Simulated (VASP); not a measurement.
# C (Pm-3m) in VASP: a series of runs

C is run at these levels: PBE; tasks: relaxation of cell and atoms.

Everything below comes from runs of VASP 6.6.1. Logs are shortened: lines on timing, memory, paths and dates and some standing lists are left out, and cuts for length are marked.

### Step 1. The cell of the first run

It takes space group Pm-3m (No. 221, cubic). Conventional cell: a = 1.755 Å, b = 1.755 Å, c = 1.755 Å, α = 90.00°, β = 90.00°, γ = 90.00°. Within 2.3 Å of C (site symmetry m-3m) lie 6 C at 1.76 Å.

### Step 2. Relaxation of cell and atoms, PBE, target pressure 96 GPa, at which the enthalpy is minimised

The input, INCAR:

```
SYSTEM = C
  PREC = Accurate
  ENCUT = 600
  EDIFF = 1E-6
  ISMEAR = -1
  SIGMA = 0.1
  LREAL = .False.
  LASPH = .True.
  NELM = 60
  ALGO = Normal
  ISIF = 3
  LWAVE = .False.
  LCHARG = .False.
  GGA = PE
  IBRION = 2
  NSW = 60
  EDIFFG = -0.005
  PSTRESS = 960.0
```

The input, KPOINTS:

```
regular mesh
0
Gamma
  22 22 22
  0 0 0
```

The input, POSCAR:

```
C
1.0
    1.7551267882      0.0000000000      0.0000000000
    0.0000000000      1.7551267882      0.0000000000
    0.0000000000      0.0000000000      1.7551267882
C
1
Direct
    0.0000000000      0.0000000000      0.0000000000
```

Potentials or basis: VASP PAW PBE potentials, release 64 (C).

Launch:

```bash
> cat potpaw_PBE.64/C/POTCAR > POTCAR
> mpirun -np 1 vasp_std > vasp.out
```

OUTCAR:

```text
SYSTEM = C
   PREC = Accurate
   ENCUT = 600
   EDIFF = 1E-6
   ISMEAR = -1
   LREAL = .False.
   LASPH = .True.
   NELM = 60
   ISIF = 3
   GGA = PE
   IBRION = 2
   NSW = 60
   EDIFFG = -0.005
   PSTRESS = 960.0

 ion  position               nearest neighbor table
   1  0.000  0.000  0.000-

  LATTYP: Found a simple cubic cell.
 ALAT       =     1.7551267882

  Lattice vectors:

 A1 = (   1.7551267882,   0.0000000000,   0.0000000000)
 A2 = (   0.0000000000,   1.7551267882,   0.0000000000)
 A3 = (   0.0000000000,   0.0000000000,   1.7551267882)

Analysis of symmetry for initial positions (statically):
=====================================================================
 Subroutine PRICEL returns:
 Original cell was already a primitive cell.

 Routine SETGRP: Setting up the symmetry group for a
 simple cubic supercell.

 Subroutine GETGRP returns: Found 48 space group operations
 (whereof 48 operations were pure point group operations)
 out of a pool of 48 trial point group operations.

The static configuration has the point symmetry O_h .

Analysis of symmetry for dynamics (positions and initial velocities):
=====================================================================
 Subroutine PRICEL returns:
 Original cell was already a primitive cell.

 Routine SETGRP: Setting up the symmetry group for a
 simple cubic supercell.

 Subroutine GETGRP returns: Found 48 space group operations
 (whereof 48 operations were pure point group operations)
 out of a pool of 48 trial point group operations.

The dynamic configuration has the point symmetry O_h .

 Subroutine INISYM returns: Found 48 space group operations
 (whereof 48 operations are pure point group operations),
 and found     1 'primitive' translations

----------------------------------------------------------------------------------------

                                     Primitive cell

  volume of cell :       5.4066

  direct lattice vectors                    reciprocal lattice vectors
     1.755126788  0.000000000  0.000000000     0.569759408  0.000000000  0.000000000
     0.000000000  1.755126788  0.000000000     0.000000000  0.569759408  0.000000000
     0.000000000  0.000000000  1.755126788     0.000000000  0.000000000  0.569759408

  length of vectors
     1.755126788  1.755126788  1.755126788     0.569759408  0.569759408  0.569759408

  position of ions in fractional coordinates (direct lattice)
     0.000000000  0.000000000  0.000000000

  ion indices of the primitive-cell ions
   primitive index   ion index
                 1           1

----------------------------------------------------------------------------------------

 KPOINTS: regular mesh

Automatic generation of k-mesh.
 Grid dimensions read from file:
 generate k-points for:   22   22   22

 Generating k-lattice:

  Cartesian coordinates                     Fractional coordinates (reciprocal lattice)
     0.025898155  0.000000000  0.000000000     0.045454545  0.000000000  0.000000000
     0.000000000  0.025898155  0.000000000     0.000000000  0.045454545  0.000000000
     0.000000000  0.000000000  0.025898155     0.000000000  0.000000000  0.045454545

  Length of vectors
     0.025898155  0.025898155  0.025898155

  Shift w.r.t. Gamma in fractional coordinates (k-lattice)
     0.000000000  0.000000000  0.000000000

 Subroutine IBZKPT returns following result:
 ===========================================

 Found    364 irreducible k-points:

 Following reciprocal coordinates:
            Coordinates               Weight
  0.000000  0.000000  0.000000      1.000000
  0.045455  0.000000  0.000000      6.000000
  0.090909  0.000000  0.000000      6.000000
  0.136364  0.000000  0.000000      6.000000
  0.181818  0.000000  0.000000      6.000000
  0.227273  0.000000  0.000000      6.000000
[... 16 lines left out ...]
  0.500000  0.045455  0.000000     12.000000
  0.090909  0.090909  0.000000     12.000000
 [... further k-points ...]
   k-points           NKPTS =    364   k-points in BZ     NKDIM =    364   number of bands    NBANDS=      6
   number of dos      NEDOS =    301   number of ions     NIONS =      1
   total plane-waves  NPLWV =   2744
   dimension x,y,z NGX =    14 NGY =   14 NGZ =   14
   dimension x,y,z NGXF=    28 NGYF=   28 NGZF=   28
   ions per type =               1
   NGX,Y,Z   is equivalent  to a cutoff of  13.26, 13.26, 13.26 a.u.
   NGXF,Y,Z  is equivalent  to a cutoff of  26.52, 26.52, 26.52 a.u.
 SYSTEM =  C
   PREC   = accura    normal or accurate (medium, high low for compatibility)
   ISTART =      0    job   : 0-new  1-cont  2-samecut
   ICHARG =      2    charge: 1-file 2-atom 10-const
   ISPIN  =      1    spin polarized calculation?
   LNONCOLLINEAR =      F non collinear calculations
   LSORBIT =      F    spin-orbit coupling
   LASPH  =      T    aspherical Exc in radial PAW
   ENCUT  =  600.0 eV  44.10 Ry    6.64 a.u.   3.51  3.51  3.51*2*pi/ulx,y,z
   NELM   =     60;   NELMIN=  2; NELMDL= -5     # of ELM steps
   EDIFF  = 0.1E-05   stopping-criterion for ELM
   LREAL  =      F    real-space projection
   EDIFFG = -.5E-02   stopping-criterion for IOM
   NSW    =     60    number of steps for IOM
   IBRION =      2    ionic relax: 0-MD 1-quasi-New 2-CG
   NFREE  =      1    steps in history (QN), initial steepest desc. (CG)
   ISIF   =      3    stress and relaxation
   ISYM   =      2    0-nonsym 1-usesym 2-fastsym
   POTIM  = 0.5000    time-step for ionic-motion
   TEBEG  =    0.0;   TEEND  =   0.0 temperature during run
   PSTRESS=  960.0 pullay stress
   NELECT =       4.0000    total number of electrons
   NUPDOWN=      -1.0000    fix difference up-down
   EMIN   =  10.00;   EMAX   =-10.00  energy-range for DOS
   EFERMI =   0.00;   METHOD = LEGACY
   ISMEAR =    -1;   SIGMA  =   0.10  broadening in eV -4-tet -1-fermi 0-gaus
   EFERMI_NEDOS =   21; number of points for ismear=-14 and -15
   IALGO  =     38    algorithm
   IMIX   =      4    mixing-type and parameters
     AMIX     =   0.40;   BMIX     =  1.00
     AMIX_MAG =   1.60;   BMIX_MAG =  1.00
  volume/ion in A,a.u.               =       5.41        36.49
  Fermi-wavevector in a.u.,A,eV,Ry     =   1.480652  2.798027 29.828466  2.192330
  Thomas-Fermi vector in A             =   2.594660
   LORBIT       =      0    0 simple, 1 ext, 2 COOP (PROOUT), +10 PAW based schemes
   GGA     = PE    functional components
   LHFCALC =     F    Hartree Fock is set to
   AEXX    =    0.0000 exact exchange contribution
   IVDW    =     0    specifies the selected vdW correction
   LEPSILON=     F    determine dielectric tensor
   LRPA    =     F    only Hartree local field effects (RPA)
 conjugate gradient relaxation of ions
 non-spin polarized calculation
  energy-cutoff  :      600.00
  volume of cell :        5.41
 maximum number of plane-waves:       192
   NGX =  7   NGY =  7   NGZ =  7

--------------------------------------- Ionic step        1  -------------------------------------------

 number of electron       4.0000000 magnetization

 Free energy of the ion-electron system (eV)
  ---------------------------------------------------
  ext. energy  EPLUGINS =         0.00000000
  ---------------------------------------------------
  free energy    TOTEN  =        -6.47256994 eV

  energy without entropy =       -6.46598865  energy(sigma->0) =       -6.46927929

------------------------ aborting loop because EDIFF is reached ----------------------------------------

  FORCE on cell =-STRESS in cart. coord.  units (eV):
  Direction    XX          YY          ZZ          XY          YZ          ZX
  --------------------------------------------------------------------------------------
  -------------------------------------------------------------------------------------
  Total        0.4250543      0.4250543      0.4250543      0.0000000      0.0000000     -0.0000000
  in kB      125.9590789    125.9590789    125.9590789      0.0000000      0.0000000     -0.0000000
  external PRESSURE =    -834.0409211 kB  Pullay stress =     960.0000000 kB
[... 207 lines left out ...]
  enthalpy is  TOTEN    =        -3.4669023350 eV   P V=        2.7576218002

--------------------------------------- Ionic step        7  -------------------------------------------

 number of electron       3.9999999 magnetization

 Free energy of the ion-electron system (eV)
  ---------------------------------------------------
  ext. energy  EPLUGINS =         0.00000000
  ---------------------------------------------------
  free energy    TOTEN  =        -6.22138268 eV

  energy without entropy =       -6.21057013  energy(sigma->0) =       -6.21597640

 E-fermi :  14.3934     XC(G=0): -14.8115

 val. band max:       14.3823721080   @ k =   0.2273   0.0455   0.0000
 cond. band min:      14.4331481379   @ k =   0.2273   0.0455   0.0455
 fundamental gap:      0.0507760300
 Fermi energy:        14.3934092246

 k-point     1 :       0.0000    0.0000    0.0000
  band No.  band energies     occupation
      1     -11.1097      2.00000
      2      25.1362      0.00000
      3      25.1362      0.00000
      4      25.1362      0.00000
      5      41.6933      0.00000
      6      41.6933      0.00000

 k-point     2 :       0.0455    0.0000    0.0000
  band No.  band energies     occupation
      1     -11.0185      2.00000
      2      24.3610      0.00000
      3      25.2032      0.00000
      4      25.2032      0.00000
      5      41.7977      0.00000
      6      42.5512      0.00000
[... 190 lines left out ...]
 k-point    24 :       0.0909    0.0909    0.0000
  band No.  band energies     occupation
      1     -10.3805      2.00000
      2      21.8358      0.00000
      3      23.6602      0.00000
      4      25.6653      0.00000
      5      43.8569      0.00000
      6      46.2891      0.00000

 [... further k-points ...]

------------------------ aborting loop because EDIFF is reached ----------------------------------------

  FORCE on cell =-STRESS in cart. coord.  units (eV):
  Direction    XX          YY          ZZ          XY          YZ          ZX
  --------------------------------------------------------------------------------------
  -------------------------------------------------------------------------------------
  Total        2.7543621      2.7543621      2.7543621      0.0000000      0.0000000      0.0000000
  in kB      959.9630045    959.9630045    959.9630045      0.0000000      0.0000000      0.0000000
  external PRESSURE =      -0.0369955 kB  Pullay stress =     960.0000000 kB
[... 16 lines left out ...]
  FREE ENERGIE OF THE ION-ELECTRON SYSTEM (eV)
  ---------------------------------------------------
  free  energy   TOTEN  =        -6.2213826804 eV

  energy  without entropy=       -6.2105701294  energy(sigma->0) =       -6.21597640

  enthalpy is  TOTEN    =        -3.4669144511 eV   P V=        2.7544682293

 reached required accuracy - stopping structural energy minimisation
```

It took 26 s on 1 thread of Intel Xeon 8259CL, shared host; peak memory 0.12 GiB.

What came out:

- Free energy: -6.2214 eV
- Relaxed volume: 4.60 Å³/atom
- Relaxed cell: a = 1.663 Å, b = 1.663 Å, c = 1.663 Å, α = 90.00°, β = 90.00°, γ = 90.00°
- Space group after relaxing (to 0.1 Å): Pm-3m (No. 221)
- Energy change on relaxing (the run minimises the enthalpy): +251.2 meV/atom
- Ionic steps: 7
- Pressure after relaxing: 96.0 GPa
- Band gap on the k mesh: zero (bands 2 and 3 overlap by 12.58 eV)

The path:
```tsv
step	energy change (eV)	largest force (eV/Å)	pressure (GPa)	volume (Å³)
1	0.0000	0.0000	12.60	5.41
2	1.7033	0.0000	376.53	3.49
3	0.2192	0.0000	88.39	4.65
4	0.2445	0.0000	94.45	4.61
5	0.2535	0.0000	96.55	4.59
6	0.2480	0.0000	95.26	4.60
7	0.2512	0.0000	96.00	4.60
```

Final structure:
```yaml
crystal:
  lattice:
    - [1.66275, 0.00000, 0.00000]
    - [0.00000, 1.66275, 0.00000]
    - [0.00000, 0.00000, 1.66275]
  atoms:
    - { symbol: C, position: [0.00000, 0.00000, 0.00000] }
```

Levels at points of the mesh, in eV from the Fermi level:
| k point | band 1 | band 2 | band 3 | band 4 | band 5 | band 6 |
| --- | --- | --- | --- | --- | --- | --- |
| (0.00, 0.00, 0.00) | -25.50 | 10.74 | 10.74 | 10.74 | 27.30 | 27.30 |
| (0.50, 0.00, 0.00) | -15.05 | -14.08 | 14.92 | 14.92 | 33.07 | 36.38 |
| (0.50, 0.50, 0.00) | -7.66 | -7.66 | -1.84 | 7.30 | 18.30 | 46.59 |
| (0.50, 0.50, 0.50) | -1.50 | -1.50 | -1.50 | 12.85 | 17.97 | 17.97 |

Caveat: the cell is relaxed towards a set pressure, so the run minimises the enthalpy, not the energy.

### Step 3. Relaxation of cell and atoms, PBE, target pressure 96 GPa, at which the enthalpy is minimised

INCAR is that of step 2.

KPOINTS is that of step 2.

POSCAR is that of step 2.

Potentials or basis: VASP PAW PBE potentials, release 64 (C).

Launch:

```bash
> cat potpaw_PBE.64/C/POTCAR > POTCAR
> mpirun -np 1 vasp_std > vasp.out
```

Run time: 21 s. Hardware: 1 thread of Intel Xeon 8259CL, shared host; peak memory 0.12 GiB.

The run converged. Its results:

* Free energy: -6.2214 eV
* Relaxed volume: 4.60 Å³/atom
* Relaxed cell: a = 1.663 Å, b = 1.663 Å, c = 1.663 Å, α = 90.00°, β = 90.00°, γ = 90.00°
* Space group after relaxing (to 0.1 Å): Pm-3m (No. 221)
* Energy change on relaxing (the run minimises the enthalpy): +251.2 meV/atom
* Ionic steps: 7
* Pressure after relaxing: 96.0 GPa
* Band gap on the k mesh: zero (bands 2 and 3 overlap by 12.58 eV)

Step by step:
| step | energy change (eV) | largest force (eV/Å) | pressure (GPa) | volume (Å³) |
| --- | --- | --- | --- | --- |
| 1 | 0.0000 | 0.0000 | 12.60 | 5.41 |
| 2 | 1.7033 | 0.0000 | 376.53 | 3.49 |
| 3 | 0.2192 | 0.0000 | 88.39 | 4.65 |
| 4 | 0.2445 | 0.0000 | 94.45 | 4.61 |
| 5 | 0.2535 | 0.0000 | 96.55 | 4.59 |
| 6 | 0.2480 | 0.0000 | 95.26 | 4.60 |
| 7 | 0.2512 | 0.0000 | 96.00 | 4.60 |

Final structure:
```
CELL_PARAMETERS angstrom
1.66275 0.00000 0.00000
0.00000 1.66275 0.00000
0.00000 0.00000 1.66275
ATOMIC_POSITIONS crystal
C 0.00000 0.00000 0.00000
```

Levels at points of the mesh, in eV from the Fermi level:
| k point | band 1 | band 2 | band 3 | band 4 | band 5 |
| --- | --- | --- | --- | --- | --- |
| (0.00, 0.00, 0.00) | -25.50 | 10.74 | 10.74 | 10.74 | 27.30 |
| (0.50, 0.00, 0.00) | -15.05 | -14.08 | 14.92 | 14.92 | 33.07 |
| (0.50, 0.50, 0.00) | -7.66 | -7.66 | -1.84 | 7.30 | 18.30 |
| (0.50, 0.50, 0.50) | -1.50 | -1.50 | -1.50 | 12.85 | 17.97 |

Caveat: the cell is relaxed towards a set pressure, so the run minimises the enthalpy, not the energy.
